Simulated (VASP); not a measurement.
# Cs3Cl2 (P-3m1) in VASP: notebook, part 2 of 2

VASP 6.6.1. The steps go on from the part before.

### 4 Single point, r2SCAN

POSCAR reads:

```
Cs3Cl2
1.0
    5.9848479969      0.0000000000      0.0000000000
   -2.9924239985      5.1830304031      0.0000000000
    0.0000000000      0.0000000000      7.0365103840
Cs Cl
3 2
Direct
    0.0000000000      0.0000000000      0.0000000000
    0.3333333333      0.6666666667      0.6764290129
    0.6666666667      0.3333333333      0.3235709871
    0.3333333333      0.6666666667      0.1688038302
    0.6666666667      0.3333333333      0.8311961698
```

INCAR.step1 reads:

```
PREC = Accurate ; ENCUT = 520
ISMEAR = 0 ; SIGMA = 0.1
LREAL = F ; LASPH = T
NELM = 80 ; NBANDS = 28
GGA = PE ; ALGO = Normal
EDIFF = 1E-4 ; LWAVE = T
LCHARG = F
```

INCAR.step2 reads:

```
PREC = Accurate ; ENCUT = 520
EDIFF = 1E-6 ; ISMEAR = 0
SIGMA = 0.1 ; LREAL = F
LASPH = T ; NELM = 80
ALGO = Normal ; ISIF = 2
LWAVE = F ; LCHARG = F
METAGGA = R2SCAN ; LMIXTAU = T
NBANDS = 28 ; ISTART = 1
```

KPOINTS reads:

```
Automatic mesh
0
Gamma
  6 6 2
```

Potentials or basis: VASP PAW PBE potentials, release 64 (Cs_sv, Cl).

Run with:

```bash
$ cat potpaw_PBE.64/Cs_sv/POTCAR potpaw_PBE.64/Cl/POTCAR > POTCAR
$ cp INCAR.step1 INCAR
$ mpirun -np 1 vasp_std > vasp.out
$ cp INCAR.step2 INCAR
$ mpirun -np 1 vasp_std > vasp.out
```

OUTCAR:

```text
PREC = Accurate
   ENCUT = 520
   EDIFF = 1E-6
   ISMEAR = 0
   LREAL = F
   LASPH = T
   NELM = 80
   ISIF = 2
   METAGGA = R2SCAN
   ISTART = 1

 ion  position               nearest neighbor table
   1  0.000  0.000  0.000-
   2  0.333  0.667  0.676-
   3  0.667  0.333  0.324-
   4  0.333  0.667  0.169-
   5  0.667  0.333  0.831-

  LATTYP: Found a hexagonal cell.
 ALAT       =     5.9848479969
 C/A-ratio  =     1.1757208182

  Lattice vectors:

 A1 = (   5.9848479969,   0.0000000000,   0.0000000000)
 A2 = (  -2.9924239985,   5.1830304031,   0.0000000000)
 A3 = (   0.0000000000,   0.0000000000,   7.0365103840)

Analysis of symmetry for initial positions (statically):
=====================================================================
 Subroutine PRICEL returns:
 Original cell was already a primitive cell.

 Routine SETGRP: Setting up the symmetry group for a
 hexagonal supercell.

 Subroutine GETGRP returns: Found 12 space group operations
 (whereof 12 operations were pure point group operations)
 out of a pool of 24 trial point group operations.

The static configuration has the point symmetry D_3d.

Analysis of symmetry for dynamics (positions and initial velocities):
=====================================================================
 Subroutine PRICEL returns:
 Original cell was already a primitive cell.

 Routine SETGRP: Setting up the symmetry group for a
 hexagonal supercell.

 Subroutine GETGRP returns: Found 12 space group operations
 (whereof 12 operations were pure point group operations)
 out of a pool of 24 trial point group operations.

The dynamic configuration has the point symmetry D_3d.

 Subroutine INISYM returns: Found 12 space group operations
 (whereof 12 operations are pure point group operations),
 and found     1 'primitive' translations

----------------------------------------------------------------------------------------

                                     Primitive cell

  volume of cell :     218.2701

  direct lattice vectors                    reciprocal lattice vectors
     5.984847997  0.000000000  0.000000000     0.167088621  0.096468660  0.000000000
    -2.992423999  5.183030403  0.000000000     0.000000000  0.192937321  0.000000000
     0.000000000  0.000000000  7.036510384     0.000000000  0.000000000  0.142115899

  length of vectors
     5.984847997  5.984847997  7.036510384     0.192937321  0.192937321  0.142115899

  position of ions in fractional coordinates (direct lattice)
     0.000000000  0.000000000  0.000000000
     0.333333333  0.666666667  0.676429013
     0.666666667  0.333333333  0.323570987
     0.333333333  0.666666667  0.168803830
     0.666666667  0.333333333  0.831196170

  ion indices of the primitive-cell ions
   primitive index   ion index
                 1           1
                 2           2
                 3           3
                 4           4
                 5           5

----------------------------------------------------------------------------------------

 KPOINTS: Automatic mesh

Automatic generation of k-mesh.
 Grid dimensions read from file:
 generate k-points for:    6    6    2

 Generating k-lattice:

  Cartesian coordinates                     Fractional coordinates (reciprocal lattice)
     0.027848104  0.016078110  0.000000000     0.166666667  0.000000000  0.000000000
     0.000000000  0.032156220  0.000000000     0.000000000  0.166666667  0.000000000
     0.000000000  0.000000000  0.071057950     0.000000000  0.000000000  0.500000000

  Length of vectors
     0.032156220  0.032156220  0.071057950

  Shift w.r.t. Gamma in fractional coordinates (k-lattice)
     0.000000000  0.000000000  0.000000000

 Subroutine IBZKPT returns following result:
 ===========================================

 Found     14 irreducible k-points:

 Following reciprocal coordinates:
            Coordinates               Weight
  0.000000  0.000000  0.000000      1.000000
  0.166667  0.000000  0.000000      6.000000
  0.333333  0.000000  0.000000      6.000000
  0.500000  0.000000  0.000000      3.000000
  0.166667  0.166667  0.000000      6.000000
  0.333333  0.166667  0.000000     12.000000
  0.333333  0.333333  0.000000      2.000000
  0.000000  0.000000  0.500000      1.000000
  0.166667  0.000000  0.500000      6.000000
  0.333333  0.000000  0.500000      6.000000
  0.500000  0.000000  0.500000      3.000000
  0.166667  0.166667  0.500000      6.000000
  0.333333  0.166667  0.500000     12.000000
  0.333333  0.333333  0.500000      2.000000
   k-points           NKPTS =     14   k-points in BZ     NKDIM =     14   number of bands    NBANDS=     28
   number of dos      NEDOS =    301   number of ions     NIONS =      5
   total plane-waves  NPLWV = 124416
   dimension x,y,z NGX =    48 NGY =   48 NGZ =   54
   dimension x,y,z NGXF=    96 NGYF=   96 NGZF=  108
   ions per type =               3   2
   NGX,Y,Z   is equivalent  to a cutoff of  13.33, 13.33, 12.76 a.u.
   NGXF,Y,Z  is equivalent  to a cutoff of  26.67, 26.67, 25.52 a.u.
 SYSTEM =  unknown system
   PREC   = accura    normal or accurate (medium, high low for compatibility)
   ISTART =      1    job   : 0-new  1-cont  2-samecut
   ICHARG =      0    charge: 1-file 2-atom 10-const
   ISPIN  =      1    spin polarized calculation?
   LNONCOLLINEAR =      F non collinear calculations
   LSORBIT =      F    spin-orbit coupling
   LASPH  =      T    aspherical Exc in radial PAW
   ENCUT  =  520.0 eV  38.22 Ry    6.18 a.u.  11.13 11.13 13.08*2*pi/ulx,y,z
   NELM   =     80;   NELMIN=  2; NELMDL=  0     # of ELM steps
   EDIFF  = 0.1E-05   stopping-criterion for ELM
   LREAL  =      F    real-space projection
[... 7 lines left out ...]
   TEBEG  =    0.0;   TEEND  =   0.0 temperature during run
   PSTRESS=    0.0 pullay stress
   NELECT =      41.0000    total number of electrons
   NUPDOWN=      -1.0000    fix difference up-down
   EMIN   =  10.00;   EMAX   =-10.00  energy-range for DOS
   EFERMI =   0.00;   METHOD = LEGACY
   ISMEAR =     0;   SIGMA  =   0.10  broadening in eV -4-tet -1-fermi 0-gaus
   EFERMI_NEDOS =   21; number of points for ismear=-14 and -15
   IALGO  =     38    algorithm
   IMIX   =      4    mixing-type and parameters
     AMIX     =   0.40;   BMIX     =  1.00
     AMIX_MAG =   1.60;   BMIX_MAG =  1.00
  volume/ion in A,a.u.               =      43.65       294.59
  Fermi-wavevector in a.u.,A,eV,Ry     =   0.937572  1.771755 11.960087  0.879042
  Thomas-Fermi vector in A             =   2.064697
   LORBIT       =      0    0 simple, 1 ext, 2 COOP (PROOUT), +10 PAW based schemes
   METAGGA = R2SCAN    functional components
   LHFCALC =     F    Hartree Fock is set to
   AEXX    =    0.0000 exact exchange contribution
   IVDW    =     0    specifies the selected vdW correction
   LEPSILON=     F    determine dielectric tensor
   LRPA    =     F    only Hartree local field effects (RPA)
 non-spin polarized calculation
 Gauss-broadening in eV      SIGMA  =   0.10
  energy-cutoff  :      520.00
  volume of cell :      218.27
 maximum number of plane-waves:      5918
 NGX is ok and might be reduce to    48
   NGX = 23   NGY = 23   NGZ = 27

 number of electron      40.9999994 magnetization

 Free energy of the ion-electron system (eV)
  ---------------------------------------------------
  ext. energy  EPLUGINS =         0.00000000
  ---------------------------------------------------
  free energy    TOTEN  =       -95.60411719 eV

  energy without entropy =      -95.60334390  energy(sigma->0) =      -95.60373055

 E-fermi :   3.4644     XC(G=0):  -7.9726

 val. band max:        3.2791864790   @ k =   0.3333   0.1667   0.0000
 cond. band min:       3.5706986809   @ k =   0.0000   0.0000   0.5000
 fundamental gap:      0.2915122019
 Fermi energy:         3.4643771811

 k-point     1 :       0.0000    0.0000    0.0000
  band No.  band energies     occupation
      1     -21.5404      2.00000
      2     -21.3966      2.00000
      3     -21.3828      2.00000
      4     -14.2705      2.00000
      5     -14.2107      2.00000
      6      -8.1144      2.00000
[... 20 lines left out ...]
     27       5.9217      0.00000
[... 381 lines left out ...]
      6      -8.3715      2.00000
[... 20 lines left out ...]
     27       6.1044      0.00000
     28       6.3761      0.00000

------------------------ aborting loop because EDIFF is reached ----------------------------------------

  FORCE on cell =-STRESS in cart. coord.  units (eV):
  Direction    XX          YY          ZZ          XY          YZ          ZX
  --------------------------------------------------------------------------------------
  -------------------------------------------------------------------------------------
  Total        0.0377094      0.0377094      0.0310835     -0.0000000     -0.0000000      0.0000000
  in kB        0.2767996      0.2767996      0.2281638     -0.0000000     -0.0000000      0.0000000
  external PRESSURE =       0.2605877 kB  Pullay stress =       0.0000000 kB

 VOLUME and BASIS-vectors are now :
 -----------------------------------------------------------------------------
  energy-cutoff  :      520.00
  volume of cell :      218.27
      direct lattice vectors                 reciprocal lattice vectors
     5.984847997  0.000000000  0.000000000     0.167088621  0.096468660  0.000000000
    -2.992423999  5.183030403  0.000000000     0.000000000  0.192937321  0.000000000
     0.000000000  0.000000000  7.036510384     0.000000000  0.000000000  0.142115899

 POSITION                                       TOTAL-FORCE (eV/Angst)
 -----------------------------------------------------------------------------------
      0.00000      0.00000      0.00000        -0.000000      0.000000      0.000000
     -0.00000      3.45535      4.75970         0.000000     -0.000000      0.006986
      2.99242      1.72768      2.27681        -0.000000      0.000000     -0.006986
     -0.00000      3.45535      1.18779         0.000000     -0.000000      0.009098
      2.99242      1.72768      5.84872        -0.000000      0.000000     -0.009098
 -----------------------------------------------------------------------------------
    total drift:                               -0.000000      0.000000      0.000000

  FREE ENERGIE OF THE ION-ELECTRON SYSTEM (eV)
  ---------------------------------------------------
  free  energy   TOTEN  =       -95.6041171916 eV

  energy  without entropy=      -95.6033438985  energy(sigma->0) =      -95.60373055
```

Run time: 12 min. Hardware: 1 thread of Oxide Virtual Turin-like, shared host; peak memory 0.38 GiB.

What came out:

* Free energy: -95.6041 eV
* Pressure: 0.0 GPa
* Largest force: 0.009 eV/Å
* Band gap on the k mesh: zero (an odd number of electrons rules out a gap without spin polarisation)

Forces on the atoms (eV/Å):
```
Cs   0.000  0.000  0.000
Cs   0.000  0.000  0.007
Cs   0.000  0.000 -0.007
Cl   0.000  0.000  0.009
Cl   0.000  0.000 -0.009
```

Caveat: the k points lie up to 0.45 Å⁻¹ apart, too coarse for converged energies and pressures of a metal; the PAW data sets were made with another functional, which shifts forces and pressure a little; spin-orbit coupling is left out, which moves the levels of the heavy elements.

### 5 Single point, r2SCAN

This run uses another cell than the first one, of 44.15 Å³/atom.

POSCAR reads:

```
Cs3Cl2
1.0
    5.9959368868      0.0000000000      0.0000000000
   -2.9979684434      5.1926336635      0.0000000000
    0.0000000000      0.0000000000      7.0895251727
Cs Cl
3 2
Direct
    0.0000000000      0.0000000000      0.0000000000
    0.3333333333      0.6666666667      0.6755017625
    0.6666666667      0.3333333333      0.3244982375
    0.3333333333      0.6666666667      0.1685728392
    0.6666666667      0.3333333333      0.8314271608
```

INCAR.step1 reads:

```
ALGO = Normal
EDIFF = 1E-4
ENCUT = 520
GGA = PE
ISMEAR = 0
LASPH = T
LCHARG = F
LREAL = F
LWAVE = T
NBANDS = 28
NELM = 80
PREC = Accurate
SIGMA = 0.1
```

INCAR.step2 reads:

```
ALGO = Normal
EDIFF = 1E-6
ENCUT = 520
ISIF = 2
ISMEAR = 0
ISTART = 1
LASPH = T
LCHARG = F
LMIXTAU = T
LREAL = F
LWAVE = F
METAGGA = R2SCAN
NBANDS = 28
NELM = 80
PREC = Accurate
SIGMA = 0.1
```

KPOINTS reads:

```
k-points
0
Gamma
  6 6 6
```

Run with:

```bash
$ cat potpaw_PBE.64/Cs_sv/POTCAR potpaw_PBE.64/Cl/POTCAR > POTCAR
$ cp INCAR.step1 INCAR
$ mpirun -np 1 vasp_std > vasp.out
$ cp INCAR.step2 INCAR
$ mpirun -np 1 vasp_std > vasp.out
```

Wall time 26 min (1 thread of Oxide Virtual Turin-like, shared host); peak memory 0.44 GiB.

It converged, with:

```
Free energy            : -95.5480 eV
Pressure               : 0.0 GPa
Largest force          : 0.004 eV/Å
Band gap on the k mesh : zero (an odd number of electrons rules out a gap without spin polarisation)
```

Forces on the atoms (eV/Å):
```
Cs   0.000  0.000  0.000
Cs   0.000  0.000 -0.004
Cs   0.000  0.000  0.004
Cl   0.000  0.000  0.003
Cl   0.000  0.000 -0.003
```

Levels at points of the mesh, in eV from the Fermi level:
```tsv
k point	band 19	band 20	band 21	band 22	band 23	band 24
(0.00, 0.00, 0.00)	-5.31	-5.18	-0.77	1.02	1.02	2.22
(0.50, 0.00, 0.00)	-5.27	-5.20	-0.16	1.59	1.76	2.00
(0.00, 0.00, 0.50)	-5.25	-5.25	0.10	1.19	1.58	1.58
(0.50, 0.00, 0.50)	-5.33	-5.33	0.48	1.45	1.91	1.97
```

Caveat: the PAW data sets were made with another functional, which shifts forces and pressure a little; spin-orbit coupling is left out, which moves the levels of the heavy elements.

### 6 The runs side by side

```csv
cell,k mesh,gap on the mesh (eV),pressure (GPa),largest force (eV/Å)
"a = 5.985, b = 5.985, c = 7.037 Å, angles 90.0, 90.0, 120.0°, 5 atoms, atomic positions A",3 × 3 × 4,none,0.1,0.03
"a = 5.150, b = 5.150, c = 8.012 Å, angles 90.0, 90.0, 120.0°, 5 atoms, atomic positions B",6 × 6 × 2,none,5.6,1.18
"a = 5.985, b = 5.985, c = 7.037 Å, angles 90.0, 90.0, 120.0°, 5 atoms, atomic positions A",6 × 6 × 2,none,0.0,0.01
"a = 5.996, b = 5.996, c = 7.090 Å, angles 90.0, 90.0, 120.0°, 5 atoms, atomic positions C",6 × 6 × 6,none,0.0,-
```

Alike in all rows: task single point; level r2SCAN; potentials or basis VASP PAW PBE potentials, release 64 (Cs_sv, Cl); no spin polarisation; cutoff (eV) 520; smearing gaussian 0.1 eV.

Caveats: some runs use coarse meshes; the PAW data sets were made with another functional, which shifts forces and pressure a little; spin-orbit coupling is left out, which moves the levels of the heavy elements.

Absolute energies hang on the potentials; compare differences alone.

The gap in the log of VASP goes by the Fermi energy; the results here count the filled bands.